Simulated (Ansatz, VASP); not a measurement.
## MoS2: VASP beside Ansatz

```
CELL_PARAMETERS angstrom
3.18507 0.00000 0.00000
-1.59253 2.75835 0.00000
0.00000 0.00000 14.21567
ATOMIC_POSITIONS crystal
Mo 0.66667 0.33333 0.25000
Mo 0.33333 0.66667 0.75000
S 0.66667 0.33333 0.64010
S 0.33333 0.66667 0.35990
S 0.66667 0.33333 0.85990
S 0.33333 0.66667 0.14010
```

Change from the starting cell: strain along c alone, the other axes held, atoms relaxed: -4.0 %.

Alike in both runs: functional PBE; k mesh 12 × 12 × 2; occupations gaussian, width 0.02 eV; no spin polarisation.

Ansatz relaxed the structure, and its values are those at the end. VASP's run is a single point on that final structure, the one shown.

|  | VASP | Ansatz |
| --- | --- | --- |
| version | VASP 6.6.1 | Ansatz 0.2.0 |
| potentials or method | VASP PAW PBE potentials, release 64 (Mo_sv, S), cutoff 520 eV | scalar-relativistic, plane waves, PAW |
| valence electrons in the cell | 52 | 52 |

Ansatz gave:

- gap on the k mesh at the Fermi level (eV): 1.37
- least direct gap on the mesh (eV): 1.66
- pressure (GPa): 0.1
- rms of the force components (eV/Å): 0.001

Task: Which values does VASP return?

Result: gap on the k mesh at the Fermi level (eV): 1.39; least direct gap on the mesh (eV): 1.66; pressure (GPa): 0.0; rms of the force components (eV/Å): 0.004.

With one functional, cell and mesh, what is left measures potentials, basis and numerics. Ansatz's warnings: stress scf threshold loose.
